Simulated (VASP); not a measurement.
# TlCl (Pm-3m) in VASP: further runs

Aim: see how the results for TlCl move with the level of theory and the settings. Levels: HSE06, PBE0. Tasks: single point.

All numbers are computed with VASP 6.6.1; they aren't measurements. Logs are shortened: lines on timing, memory, paths and dates and some standing lists are left out, and cuts for length are marked.

## (1) The cell of the first run

Symmetry: Pm-3m, No. 221, cubic system. The conventional cell has a = 3.794 Å, b = 3.794 Å, c = 3.794 Å, α = 90.00°, β = 90.00°, γ = 90.00°. Tl (site symmetry m-3m) has 8 Cl at 3.29 Å and 6 Tl at 3.79 Å within 4.3 Å. Cl (site symmetry m-3m) has 8 Tl at 3.29 Å and 6 Cl at 3.79 Å within 4.3 Å.

## (2) Single point, HSE06

The input, POSCAR:

```
TlCl
1.0
    3.7936346943      0.0000000000      0.0000000000
    0.0000000000      3.7936346943      0.0000000000
    0.0000000000      0.0000000000      3.7936346943
Tl Cl
1 1
Direct
    0.0000000000      0.0000000000      0.0000000000
    0.5000000000      0.5000000000      0.5000000000
```

The input, INCAR.step1:

```
PREC = Accurate ; ENCUT = 400
EDIFF = 1E-5 ; ISMEAR = 0
SIGMA = 0.01 ; LREAL = False
LASPH = True ; NELM = 120
ALGO = Normal ; ISIF = 2
LWAVE = True ; GGA = PE
NBANDS = 17 ; GGA_COMPAT = False
```

The input, INCAR.step2:

```
PREC = Accurate ; ENCUT = 400
EDIFF = 1E-6 ; ISMEAR = 0
SIGMA = 0.01 ; LREAL = False
LASPH = True ; NELM = 120
ALGO = Normal ; ISIF = 2
LWAVE = False ; LCHARG = True
GGA = PE ; LHFCALC = True
HFSCREEN = 0.2079 ; PRECFOCK = Normal
LELF = True ; LVHAR = True
ISTART = 1 ; NBANDS = 17
GGA_COMPAT = False
```

The input, KPOINTS:

```
regular mesh
0
Gamma
  4 4 4
```

Potentials or basis: VASP PAW PBE potentials, release 64 (Tl_d, Cl).

On the command line:

```console
> cat potpaw_PBE.64/Tl_d/POTCAR potpaw_PBE.64/Cl/POTCAR > POTCAR
> cp INCAR.step1 INCAR
> mpirun -np 1 vasp_std > vasp.out
> cp INCAR.step2 INCAR
> mpirun -np 1 vasp_std > vasp.out
```

OUTCAR:

```text
PREC = Accurate
   ENCUT = 400
   EDIFF = 1E-6
   ISMEAR = 0
   LREAL = False
   LASPH = True
   NELM = 120
   ISIF = 2
   GGA = PE
   LHFCALC = True
   HFSCREEN = 0.2079
   PRECFOCK = Normal
   ISTART = 1

 ion  position               nearest neighbor table
   1  0.000  0.000  0.000-   2 3.29   2 3.29   2 3.29   2 3.29   2 3.29   2 3.29   2 3.29   2 3.29

   2  0.500  0.500  0.500-   1 3.29   1 3.29   1 3.29   1 3.29   1 3.29   1 3.29   1 3.29   1 3.29

  LATTYP: Found a simple cubic cell.
 ALAT       =     3.7936346943

  Lattice vectors:

 A1 = (   3.7936346943,   0.0000000000,   0.0000000000)
 A2 = (   0.0000000000,   3.7936346943,   0.0000000000)
 A3 = (   0.0000000000,   0.0000000000,   3.7936346943)

Analysis of symmetry for initial positions (statically):
=====================================================================
 Subroutine PRICEL returns:
 Original cell was already a primitive cell.

 Routine SETGRP: Setting up the symmetry group for a
 simple cubic supercell.

 Subroutine GETGRP returns: Found 48 space group operations
 (whereof 48 operations were pure point group operations)
 out of a pool of 48 trial point group operations.

The static configuration has the point symmetry O_h .

Analysis of symmetry for dynamics (positions and initial velocities):
=====================================================================
 Subroutine PRICEL returns:
 Original cell was already a primitive cell.

 Routine SETGRP: Setting up the symmetry group for a
 simple cubic supercell.

 Subroutine GETGRP returns: Found 48 space group operations
 (whereof 48 operations were pure point group operations)
 out of a pool of 48 trial point group operations.

The dynamic configuration has the point symmetry O_h .

 Subroutine INISYM returns: Found 48 space group operations
 (whereof 48 operations are pure point group operations),
 and found     1 'primitive' translations

----------------------------------------------------------------------------------------

                                     Primitive cell

  volume of cell :      54.5967

  direct lattice vectors                    reciprocal lattice vectors
     3.793634694  0.000000000  0.000000000     0.263599445  0.000000000  0.000000000
     0.000000000  3.793634694  0.000000000     0.000000000  0.263599445  0.000000000
     0.000000000  0.000000000  3.793634694     0.000000000  0.000000000  0.263599445
[... 75 lines left out ...]
   ISIF   =      2    stress and relaxation
   ISYM   =      3    0-nonsym 1-usesym 2-fastsym
   POTIM  = 0.5000    time-step for ionic-motion
   TEBEG  =    0.0;   TEEND  =   0.0 temperature during run
   PSTRESS=    0.0 pullay stress
   NELECT =      20.0000    total number of electrons
   NUPDOWN=      -1.0000    fix difference up-down
   EMIN   =  10.00;   EMAX   =-10.00  energy-range for DOS
   EFERMI =   0.00;   METHOD = LEGACY
   ISMEAR =     0;   SIGMA  =   0.01  broadening in eV -4-tet -1-fermi 0-gaus
   EFERMI_NEDOS =   21; number of points for ismear=-14 and -15
   IALGO  =     38    algorithm
   IMIX   =      1    mixing-type and parameters
     AMIX     =   0.40;   BMIX     =  1.00
     AMIX_MAG =   1.60;   BMIX_MAG =  1.00
  volume/ion in A,a.u.               =      27.30       184.22
  Fermi-wavevector in a.u.,A,eV,Ry     =   1.171375  2.213578 18.668821  1.372120
  Thomas-Fermi vector in A             =   2.307820
   LORBIT       =      0    0 simple, 1 ext, 2 COOP (PROOUT), +10 PAW based schemes
   GGA     = PE    functional components
   LHFCALC =     T    Hartree Fock is set to
   PRECFOCK=normal    Normal, Fast or Accurate (Low or Medium for compatibility)
   ENCUT4O =  -1.0   cutoff for four orbital integrals eV
   NKREDX  =     1    reduce k-point grid by
   NKREDY  =     1    reduce k-point grid by
   NKREDZ  =     1    reduce k-point grid by
   AEXX    =    0.2500 exact exchange contribution
   HFSCREEN=    0.2079 screening length (either q_TF or 0.3 A-1)
   HFSCREENC=   0.2079 screening length for correlation (either q_TF or 0.3 A-1)
   ENCUTFOCK=  -1.0 apply spherical cutoff to Coloumb kernel
   IVDW    =     0    specifies the selected vdW correction
   LEPSILON=     F    determine dielectric tensor
   LRPA    =     F    only Hartree local field effects (RPA)
 non-spin polarized calculation
 Gauss-broadening in eV      SIGMA  =   0.01
  energy-cutoff  :      400.00
  volume of cell :       54.60
 maximum number of plane-waves:      1021
 NGX is ok and might be reduce to    28
  NGX = 20; NGY = 20; NGZ = 20

 number of electron      20.0000001 magnetization

 Free energy of the ion-electron system (eV)
  ---------------------------------------------------
  ext. energy  EPLUGINS =         0.00000000
  ---------------------------------------------------
  free energy    TOTEN  =        -7.14658197 eV

  energy without entropy =       -7.14658197  energy(sigma->0) =       -7.14658197

 E-fermi :   2.6099     XC(G=0):  -7.7067

 val. band max:        2.5546774993   @ k =   0.5000   0.0000   0.0000
 cond. band min:       5.2955892237   @ k =   0.5000   0.0000   0.0000
 fundamental gap:      2.7409117243
 Fermi energy:         2.6098911579

 k-point     1 :       0.0000    0.0000    0.0000
  band No.  band energies     occupation
      1     -13.0043      2.00000
      2      -8.7401      2.00000
      3      -8.7401      2.00000
      4      -8.4799      2.00000
      5      -8.4799      2.00000
      6      -8.4799      2.00000
[... 177 lines left out ...]
      4      -8.6881      2.00000
      5      -8.3910      2.00000
      6      -8.3910      2.00000
[... 9 lines left out ...]
     16      16.8126      0.00000
     17      21.1687      0.00000

------------------------ aborting loop because EDIFF is reached ----------------------------------------

  FORCE on cell =-STRESS in cart. coord.  units (eV):
  Direction    XX          YY          ZZ          XY          YZ          ZX
  --------------------------------------------------------------------------------------
  -------------------------------------------------------------------------------------
  Total        0.6442328      0.6442328      0.6442328      0.0000000      0.0000000     -0.0000000
  in kB       18.9054453     18.9054453     18.9054453      0.0000000      0.0000000     -0.0000000
  external PRESSURE =      18.9054453 kB  Pullay stress =       0.0000000 kB

 VOLUME and BASIS-vectors are now :
 -----------------------------------------------------------------------------
  energy-cutoff  :      400.00
  volume of cell :       54.60
      direct lattice vectors                 reciprocal lattice vectors
     3.793634694  0.000000000  0.000000000     0.263599445  0.000000000  0.000000000
     0.000000000  3.793634694  0.000000000     0.000000000  0.263599445  0.000000000
     0.000000000  0.000000000  3.793634694     0.000000000  0.000000000  0.263599445

 POSITION                                       TOTAL-FORCE (eV/Angst)
 -----------------------------------------------------------------------------------
      0.00000      0.00000      0.00000         0.000000      0.000000      0.000000
      1.89682      1.89682      1.89682         0.000000      0.000000      0.000000
 -----------------------------------------------------------------------------------
    total drift:                               -0.000001     -0.000001     -0.000001

  FREE ENERGIE OF THE ION-ELECTRON SYSTEM (eV)
  ---------------------------------------------------
  free  energy   TOTEN  =        -7.1465819742 eV

  energy  without entropy=       -7.1465819742  energy(sigma->0) =       -7.14658197
```

Wall time 9.1 min (1 thread of Intel Xeon Platinum 8259CL at 2.50GHz (Skylake/Cascade Lake), shared host); peak memory 0.26 GiB.

Results:

| Item | Value |
| --- | --- |
| Free energy | -7.1466 eV |
| Pressure | 1.9 GPa |
| Band gap on the k mesh | 2.74 eV |

Levels at points of the mesh, in eV from the valence-band top:
| k point | band 8 | band 9 | band 10 | band 11 | band 12 | band 13 |
| --- | --- | --- | --- | --- | --- | --- |
| (0.00, 0.00, 0.00) | -2.07 | -2.07 | -2.07 | 8.66 | 8.66 | 9.09 |
| (0.50, 0.00, 0.00) | -1.58 | -1.58 | 0.00 | 2.74 | 7.58 | 7.58 |
| (0.50, 0.50, 0.00) | -3.69 | -3.46 | -1.53 | 5.83 | 5.83 | 9.38 |
| (0.50, 0.50, 0.50) | -2.64 | -2.64 | -2.01 | 3.16 | 3.16 | 3.16 |

Caveat: the PAW data sets were made with another functional, which shifts forces and pressure a little; spin-orbit coupling is left out, which moves the levels of the heavy elements. A k mesh can miss the band edges.

## (3) Single point, PBE0

POSCAR is that of step 2.

The input, INCAR.step1:

```
SYSTEM = TlCl
PREC     = Accurate       ! precision mode
ENCUT    = 400            ! plane-wave cutoff, eV
EDIFF    = 1E-5           ! SCF threshold, eV
ISMEAR   = 0              ! smearing method
SIGMA    = 0.01           ! smearing width, eV
LREAL    = .False.        ! projectors in reciprocal space
LASPH    = .True.         ! aspherical terms in the spheres
NELM     = 120            ! most SCF steps
ALGO     = Normal         ! electronic algorithm
ISIF     = 2              ! what is computed and relaxed
LWAVE    = .True.         ! write WAVECAR
LCHARG   = .False.        ! write CHGCAR
NBANDS   = 17             ! bands
GGA      = PE             ! functional
GGA_COMPAT= .False.
```

The input, INCAR.step2:

```
SYSTEM = TlCl
PREC     = Accurate       ! precision mode
ENCUT    = 400            ! plane-wave cutoff, eV
EDIFF    = 1E-6           ! SCF threshold, eV
ISMEAR   = 0              ! smearing method
SIGMA    = 0.01           ! smearing width, eV
LREAL    = .False.        ! projectors in reciprocal space
LASPH    = .True.         ! aspherical terms in the spheres
NELM     = 120            ! most SCF steps
ALGO     = Normal         ! electronic algorithm
ISIF     = 2              ! what is computed and relaxed
LWAVE    = .False.        ! write WAVECAR
LCHARG   = .False.        ! write CHGCAR
GGA      = PE             ! functional
LHFCALC  = .True.         ! exact exchange
AEXX     = 0.25           ! exact-exchange fraction
PRECFOCK = Normal       
NBANDS   = 17             ! bands
ISTART   = 1            
GGA_COMPAT= .False.
```

The input, KPOINTS:

```
regular mesh
0
Gamma
  4 4 4
  0 0 0
```

Potentials or basis: VASP PAW PBE potentials, release 64 (Tl_d, Cl).

On the command line:

```console
> cat potpaw_PBE.64/Tl_d/POTCAR potpaw_PBE.64/Cl/POTCAR > POTCAR
> cp INCAR.step1 INCAR
> mpirun -np 1 vasp_std > vasp.out
> cp INCAR.step2 INCAR
> mpirun -np 1 vasp_std > vasp.out
```

Run time: 8.9 min. Hardware: 1 thread of Intel Xeon Platinum 8259CL at 2.50GHz (Skylake/Cascade Lake), shared host; peak memory 0.16 GiB.

It converged, with:

* Free energy: -7.8333 eV
* Pressure: 1.6 GPa
* Band gap on the k mesh: 3.43 eV

Levels at points of the mesh, in eV from the valence-band top:
```csv
k point,band 8,band 9,band 10,band 11,band 12,band 13
"(0.00, 0.00, 0.00)",-2.11,-2.11,-2.11,9.38,9.38,9.85
"(0.50, 0.00, 0.00)",-1.61,-1.61,0.00,3.43,8.32,8.32
"(0.50, 0.50, 0.00)",-3.75,-3.50,-1.57,6.57,6.57,10.10
"(0.50, 0.50, 0.50)",-2.68,-2.68,-2.02,3.86,3.86,3.86
```

Caveat: the PAW data sets were made with another functional, which shifts forces and pressure a little; spin-orbit coupling is left out, which moves the levels of the heavy elements. A k mesh can miss the band edges.
